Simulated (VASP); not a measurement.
# LiMg12 (a cell with a defect) in VASP: further runs

Runs on LiMg12 (a cell with a defect). Level: PBE. Tasks: single point, relaxation of the atoms.

All numbers are computed with VASP 6.6.1; they aren't measurements. Logs are shortened: lines on timing, memory, paths and dates and some standing lists are left out, and cuts for length are marked.

**1. The cell of the first run**

The cell holds a defect, 13 atoms: a = 6.420 Å, b = 9.630 Å, c = 5.213 Å, α = 90.00°, β = 90.00°, γ = 120.00°.

**2. Single point, PBE**

INCAR reads:

```
PREC = Accurate
ENCUT = 520
EDIFF = 1E-6
ISMEAR = -1
SIGMA = 0.1
LREAL = F
LASPH = T
NELM = 80
ALGO = Normal
ISIF = 2
LWAVE = F
LCHARG = F
GGA = PE
NBANDS = 26
```

KPOINTS reads:

```
regular mesh
0
Gamma
  3 2 3
```

POSCAR reads:

```
LiMg12
1.0
    6.4200000000      0.0000000000      0.0000000000
   -4.8150000000      8.3398250000      0.0000000000
    0.0000000000      0.0000000000      5.2130400000
Mg Li
12 1
Direct
    0.1046686657      0.0548161036     -0.0353913572
    0.1587899753      0.2402344653      0.4762736409
   -0.0381828298      0.3122250213     -0.0157052605
    0.1456756614      0.5633872634      0.4420027900
   -0.0052406421      0.6795774831     -0.0352290405
    0.1544189429      0.8946889691      0.4922784043
    0.5094761322     -0.0074554185      0.0677825859
    0.6357217783      0.2249164888      0.5166730136
    0.5308821559      0.3583708321      0.0096561321
    0.6577300977      0.5627034717      0.4868131276
    0.4031787259      0.6099297381     -0.0715358110
    0.6681935994      0.9106882760      0.6129141650
    0.7475978373      0.8197097059      0.1789328097
```

Potentials or basis: VASP PAW PBE potentials, release 64 (Mg, Li_sv).

On the command line:

```sh
$ cat potpaw_PBE.64/Mg/POTCAR potpaw_PBE.64/Li_sv/POTCAR > POTCAR
$ mpirun -np 1 vasp_std > vasp.out
```

OUTCAR:

```text
PREC = Accurate
   ENCUT = 520
   EDIFF = 1E-6
   ISMEAR = -1
   LREAL = F
   LASPH = T
   NELM = 80
   ISIF = 2
   GGA = PE

 ion  position               nearest neighbor table
   1  0.105  0.055  0.965-  13 2.54   9 2.84   7 2.99   6 3.01   2 3.03  12 3.04   3 3.04   2 3.13
                             6 3.25   5 3.32   7 3.60
   2  0.159  0.240  0.476-   1 3.03   3 3.09   1 3.13   8 3.15  10 3.16   3 3.16   4 3.16   9 3.19
                            12 3.24   8 3.29   6 3.31   9 3.47
   3  0.962  0.312  0.984-  11 2.87   9 3.02   7 3.03   1 3.04   8 3.05   2 3.09   2 3.16   4 3.18
                             8 3.32   5 3.44   9 3.46   4 3.52
   4  0.146  0.563  0.442-  11 2.94  11 3.06   5 3.08  10 3.14   2 3.16   6 3.17   3 3.18   5 3.27
                             8 3.29  10 3.30  12 3.47   3 3.52
   5  0.995  0.680  0.965-  13 2.78  11 3.02   9 3.05   6 3.05   4 3.08  10 3.12   7 3.21   4 3.27
                             6 3.28  10 3.30   1 3.32   3 3.44  11 3.52
   6  0.154  0.895  0.492-  13 2.85   7 2.97   1 3.01   5 3.05   8 3.14   4 3.17  10 3.19   1 3.25
                            12 3.26   5 3.28  12 3.28   2 3.31   7 3.60
   7  0.509  0.993  0.068-  13 2.83  12 2.84   6 2.97   1 2.99   3 3.03   8 3.05   5 3.21  12 3.25
                             9 3.47  11 3.47   8 3.48   6 3.60   1 3.60
   8  0.636  0.225  0.517-   3 3.05   7 3.05   9 3.09   6 3.14   2 3.15   9 3.16  12 3.18  10 3.19
                             4 3.29   2 3.29   3 3.32   7 3.48
   9  0.531  0.358  0.010-   1 2.84  11 2.95   3 3.02  10 3.02   5 3.05   8 3.09   8 3.16   2 3.19
                            10 3.22   3 3.46   2 3.47   7 3.47
  10  0.658  0.563  0.487-  13 2.76  11 2.99   9 3.02   5 3.12   4 3.14   2 3.16   8 3.19   6 3.19
                             9 3.22   4 3.30   5 3.30  12 3.38  11 3.48
  11  0.403  0.610  0.928-  13 2.49   3 2.87   4 2.94   9 2.95  10 2.99  12 3.01   5 3.02   4 3.06
                             7 3.47  10 3.48   5 3.52
  12  0.668  0.911  0.613-  13 2.57   7 2.84  11 3.01   1 3.04   8 3.18   2 3.24   7 3.25   6 3.26
                             6 3.28  10 3.38   4 3.47
  13  0.748  0.820  0.179-  11 2.49   1 2.54  12 2.57  10 2.76   5 2.78   7 2.83   6 2.85

  LATTYP: Found a simple monoclinic cell.
 ALAT       =     6.4200000000
 B/A-ratio  =     0.8120000000
 C/A-ratio  =     1.3228757108
 COS(beta)  =    -0.1889822286

  Lattice vectors:

 A1 = (   6.4200000000,   0.0000000000,   0.0000000000)
 A2 = (   0.0000000000,   0.0000000000,   5.2130400000)
 A3 = (  -1.6050000000,  -8.3398250000,   0.0000000000)

Analysis of symmetry for initial positions (statically):
=====================================================================
 Subroutine PRICEL returns:
 Original cell was already a primitive cell.

 Routine SETGRP: Setting up the symmetry group for a
[... 163 lines left out ...]
   IALGO  =     38    algorithm
   IMIX   =      4    mixing-type and parameters
     AMIX     =   0.40;   BMIX     =  1.00
     AMIX_MAG =   1.60;   BMIX_MAG =  1.00
  volume/ion in A,a.u.               =      21.47       144.89
  Fermi-wavevector in a.u.,A,eV,Ry     =   0.751511  1.420149  7.684136  0.564768
  Thomas-Fermi vector in A             =   1.848508
   LORBIT       =      0    0 simple, 1 ext, 2 COOP (PROOUT), +10 PAW based schemes
   GGA     = PE    functional components
   LHFCALC =     F    Hartree Fock is set to
   AEXX    =    0.0000 exact exchange contribution
   IVDW    =     0    specifies the selected vdW correction
   LEPSILON=     F    determine dielectric tensor
   LRPA    =     F    only Hartree local field effects (RPA)
 non-spin polarized calculation
  energy-cutoff  :      520.00
  volume of cell :      279.11
 maximum number of plane-waves:      7549
   NGX = 23   NGY = 35   NGZ = 19

 number of electron      27.0000003 magnetization

 Free energy of the ion-electron system (eV)
  ---------------------------------------------------
  ext. energy  EPLUGINS =         0.00000000
  ---------------------------------------------------
  free energy    TOTEN  =       -18.37660874 eV

  energy without entropy =      -18.11599318  energy(sigma->0) =      -18.24630096

 E-fermi :   2.7329     XC(G=0):  -8.5759

 val. band max:        2.6889817656   @ k =  -0.3333   0.0000   0.3333
 cond. band min:       2.7400416849   @ k =   0.3333   0.0000   0.0000
 fundamental gap:      0.0510599193
 Fermi energy:         2.7328608455

 k-point     1 :       0.0000    0.0000    0.0000
  band No.  band energies     occupation
      1     -43.6474      2.00000
      2      -4.1899      2.00000
      3      -2.1754      2.00000
      4      -1.9591      2.00000
      5      -0.6069      2.00000
      6      -0.4275      2.00000
[... 269 lines left out ...]
     24       6.3895      0.00000
     25       6.6119      0.00000
 [bands above 25 left out]

------------------------ aborting loop because EDIFF is reached ----------------------------------------

  FORCE on cell =-STRESS in cart. coord.  units (eV):
  Direction    XX          YY          ZZ          XY          YZ          ZX
  --------------------------------------------------------------------------------------
  -------------------------------------------------------------------------------------
  Total        3.3854224      4.6592501      5.9555783      1.0854844      0.9154663     -0.9060602
  in kB       19.4330256     26.7450606     34.1862526      6.2309051      5.2549659     -5.2009732
  external PRESSURE =      26.7881129 kB  Pullay stress =       0.0000000 kB

 VOLUME and BASIS-vectors are now :
 -----------------------------------------------------------------------------
  energy-cutoff  :      520.00
  volume of cell :      279.11
      direct lattice vectors                 reciprocal lattice vectors
     6.420000000  0.000000000  0.000000000     0.155763240  0.089929945  0.000000000
    -4.815000000  8.339825000  0.000000000     0.000000000  0.119906593  0.000000000
     0.000000000  0.000000000  5.213040000     0.000000000  0.000000000  0.191826650

 POSITION                                       TOTAL-FORCE (eV/Angst)
 -----------------------------------------------------------------------------------
      0.40803      0.45716      5.02854         0.009528      0.005608      0.004984
     -0.13730      2.00351      2.48283        -0.007022     -0.007792     -0.006428
      4.67150      2.60390      5.13117         0.006566      0.005225      0.002699
     -1.77747      4.69855      2.30418        -0.001423     -0.008345     -0.006660
      3.11419      5.66756      5.02939         0.001665      0.001824      0.008237
     -3.31656      7.46155      2.56627         0.001324      0.002487     -0.005599
     -1.50827      8.27765      0.35335        -0.009655     -0.004711     -0.000117
      2.99836      1.87576      2.69344        -0.003378      0.003882     -0.002965
      1.68271      2.98875      0.05034        -0.001070     -0.000470      0.008502
      1.51321      4.69285      2.53778        -0.002020     -0.004874      0.005968
     -0.34840      5.08671      4.84012        -0.018157      0.000975     -0.002478
     -0.09516      7.59498      3.19515        -0.013943      0.012471      0.005530
      0.85268      6.83624      0.93278         0.037585     -0.006279     -0.011674
 -----------------------------------------------------------------------------------
    total drift:                                0.000642     -0.000068     -0.000026

  FREE ENERGIE OF THE ION-ELECTRON SYSTEM (eV)
  ---------------------------------------------------
  free  energy   TOTEN  =       -18.3766087385 eV

  energy  without entropy=      -18.1159931776  energy(sigma->0) =      -18.24630096
```

stdout:

```text
POSCAR found type information on POSCAR MgLi
 POSCAR found :  2 types and      13 ions
 scaLAPACK will be used
 LDA part: xc-table for (Slater+PW92), standard interpolation
 -----------------------------------------------------------------------------
|                                                                             |
|           W    W    AA    RRRRR   N    N  II  N    N   GGGG   !!!           |
|           W    W   A  A   R    R  NN   N  II  NN   N  G    G  !!!           |
|           W    W  A    A  R    R  N N  N  II  N N  N  G       !!!           |
|           W WW W  AAAAAA  RRRRR   N  N N  II  N  N N  G  GGG   !            |
|           WW  WW  A    A  R   R   N   NN  II  N   NN  G    G                |
|           W    W  A    A  R    R  N    N  II  N    N   GGGG   !!!           |
|                                                                             |
|     Your reciprocal lattice and k-lattice belong to different lattice       |
|     classes:                                                                |
|                                                                             |
|        The reciprocal lattice is simple monoclinic,                         |
|        whereas your k-lattice is hexagonal.                                 |
|                                                                             |
|     Results are often still useful ...                                      |
|                                                                             |
 -----------------------------------------------------------------------------

 POSCAR, INCAR and KPOINTS ok, starting setup
 FFT: planning ... GRIDC
 FFT: planning ... GRID_SOFT
 FFT: planning ... GRID
 WAVECAR not read
 entering main loop
```

Wall time 40 s (1 thread of Intel Xeon 6975P-C (Granite Rapids), shared host); peak memory 0.36 GiB.

What came out:

```
Free energy   : -18.3766 eV
Largest force : 0.040 eV/Å
```

Forces on the atoms (eV/Å):
```
Mg   0.010  0.006  0.005
Mg  -0.007 -0.008 -0.006
Mg   0.007  0.005  0.003
Mg  -0.001 -0.008 -0.007
Mg   0.002  0.002  0.008
Mg   0.001  0.002 -0.006
Mg  -0.010 -0.005  0.000
Mg  -0.003  0.004 -0.003
Mg  -0.001  0.000  0.009
Mg  -0.002 -0.005  0.006
Mg  -0.018  0.001 -0.002
Mg  -0.014  0.012  0.006
Li   0.038 -0.006 -0.012
```

Caveat: the k points lie up to 0.40 Å⁻¹ apart; the cutoff is under 1.25 times the usual one of these potentials, so pressure, stress and relaxed cells hold a basis-set (Pulay) error.

**3. Relaxation of the atoms, PBE**

INCAR reads:

```
SYSTEM = LiMg12
PREC = Accurate
ENCUT = 520
EDIFF = 1E-7
ISMEAR = -1
SIGMA = 0.1
LREAL = .False.
LASPH = .True.
NELM = 100
ALGO = Normal
ISIF = 2
LWAVE = .False.
LCHARG = .False.
GGA = PE
IBRION = 2
NSW = 45
EDIFFG = -0.08
LUSENCCL = .False.
```

KPOINTS reads:

```
Automatic mesh
0
Gamma
  3 2 3
  0 0 0
```

POSCAR reads:

```
LiMg12
1.0
    6.4200000000      0.0000000000      0.0000000000
   -4.8150000000      8.3398250000      0.0000000000
    0.0000000000      0.0000000000      5.2130400000
Mg Li
12 1
Direct
    0.0000000000      0.0000000000      0.0000000000
    0.1666667000      0.2222222000      0.5000000000
    0.0000000000      0.3333333000      0.0000000000
    0.1666667000      0.5555556000      0.5000000000
    0.0000000000      0.6666667000      0.0000000000
    0.1666667000      0.8888889000      0.5000000000
    0.5000000000      0.0000000000      0.0000000000
    0.6666667000      0.2222222000      0.5000000000
    0.5000000000      0.3333333000      0.0000000000
    0.6666667000      0.5555556000      0.5000000000
    0.5000000000      0.6666667000      0.0000000000
    0.6666667000      0.8888889000      0.5000000000
    0.6729099000      0.8904590000      0.1254652000
```

Potentials or basis: VASP PAW PBE potentials, release 64 (Mg, Li_sv).

On the command line:

```sh
$ cat potpaw_PBE.64/Mg/POTCAR potpaw_PBE.64/Li_sv/POTCAR > POTCAR
$ mpirun -np 1 vasp_std > vasp.out
```

It took 13 min on 1 × NVIDIA H100 80GB with 1 thread of AMD EPYC 7R13 (Zen 3), shared host; peak memory 1.4 GiB.

It converged, with:

* Free energy: -18.3747 eV
* Energy gained by relaxing: 268.7 meV/atom
* Ionic steps: 31
* Largest force after relaxing: 0.076 eV/Å

Forces in eV/Å, atoms in the order of the input:
```
Mg  -0.030  0.041 -0.029
Mg  -0.015  0.022 -0.019
Mg   0.035  0.067  0.007
Mg  -0.001 -0.006 -0.041
Mg  -0.009  0.009  0.036
Mg   0.001 -0.023  0.008
Mg   0.014 -0.021 -0.006
Mg  -0.025  0.000  0.031
Mg  -0.034  0.009 -0.009
Mg   0.036 -0.029  0.011
Mg  -0.022 -0.035  0.026
Mg   0.019 -0.008 -0.049
Li   0.031 -0.025  0.034
```

The path:
| step | energy change (eV) | largest force (eV/Å) | pressure (GPa) |
| --- | --- | --- | --- |
| 1 | 0.0000 | 3.6328 | 4.07 |
| 2 | -1.6699 | 2.1744 | 3.20 |
| 3 | -2.5960 | 0.8549 | 3.15 |
| 4 | -2.6332 | 0.8296 | 3.30 |
| 5 | -2.7895 | 0.6562 | 3.18 |
| 6 | -2.9334 | 1.0380 | 3.15 |
| 7 | -3.0502 | 0.6411 | 3.12 |
| 8 | -3.1090 | 0.3837 | 3.16 |
| 9 | -3.1623 | 0.2717 | 3.14 |
| 10 | -3.1907 | 0.2398 | 3.16 |
| 11 | -3.2121 | 0.1480 | 3.10 |
| 12 | -3.2185 | 0.1401 | 3.07 |
| 13 | -3.2303 | 0.1244 | 3.05 |
| 14 | -3.2365 | 0.1564 | 3.04 |
| 15 | -3.2483 | 0.1285 | 3.05 |
| 16 | -3.2590 | 0.1819 | 3.09 |
| 17 | -3.2700 | 0.1672 | 3.08 |
| 18 | -3.2901 | 0.2324 | 3.07 |
| 19 | -3.3118 | 0.1495 | 3.02 |
| 20 | -3.3366 | 0.3090 | 2.94 |
| 21 | -3.3469 | 0.2950 | 2.92 |
| 22 | -3.3723 | 0.2889 | 2.88 |
| 23 | -3.3835 | 0.3666 | 2.86 |
| 24 | -3.3872 | 0.3108 | 2.86 |
| 25 | -3.4126 | 0.2607 | 2.82 |
| 26 | -3.4506 | 0.1698 | 2.78 |
| 27 | -3.4514 | 0.1730 | 2.78 |
| 28 | -3.4682 | 0.1346 | 2.76 |
| 29 | -3.4827 | 0.1414 | 2.73 |
| 30 | -3.4907 | 0.0872 | 2.73 |
| 31 | -3.4934 | 0.0758 | 2.73 |

Final structure:
```cif
data_structure
_symmetry_space_group_name_H-M 'P 1'
_symmetry_Int_Tables_number 1
_cell_length_a 6.4200
_cell_length_b 9.6300
_cell_length_c 5.2130
_cell_angle_alpha 90.000
_cell_angle_beta 90.000
_cell_angle_gamma 120.000
_cell_volume 279.11
loop_
_atom_site_label
_atom_site_type_symbol
_atom_site_fract_x
_atom_site_fract_y
_atom_site_fract_z
_atom_site_occupancy
Mg1 Mg 0.08366 0.04640 0.00261 1
Mg2 Mg 0.17644 0.25152 0.50388 1
Mg3 Mg 0.95588 0.30667 0.99811 1
Mg4 Mg 0.17140 0.57958 0.41046 1
Mg5 Mg 0.99029 0.67787 0.95696 1
Mg6 Mg 0.15596 0.90199 0.50419 1
Mg7 Mg 0.49659 0.98925 0.06691 1
Mg8 Mg 0.65266 0.23165 0.51087 1
Mg9 Mg 0.52351 0.35127 0.00827 1
Mg10 Mg 0.67540 0.56036 0.47805 1
Mg11 Mg 0.39938 0.60254 0.88568 1
Mg12 Mg 0.68352 0.92489 0.61503 1
Li1 Li 0.70821 0.79981 0.18444 1
```

Levels at points of the mesh, in eV from the Fermi level:
| k point | band 12 | band 13 | band 14 | band 15 | band 16 | band 17 |
| --- | --- | --- | --- | --- | --- | --- |
| (0.00, 0.00, 0.00) | -0.19 | 0.15 | 0.23 | 0.44 | 0.62 | 1.28 |
| (0.00, 0.50, 0.00) | -0.98 | -0.79 | -0.41 | -0.02 | 1.56 | 1.79 |

Caveat: the k points lie up to 0.40 Å⁻¹ apart; the cutoff is under 1.25 times the usual one of these potentials, so pressure, stress and relaxed cells hold a basis-set (Pulay) error; the relaxation stopped at a loose force limit of 0.08 eV/Å, so its end isn't a converged minimum.
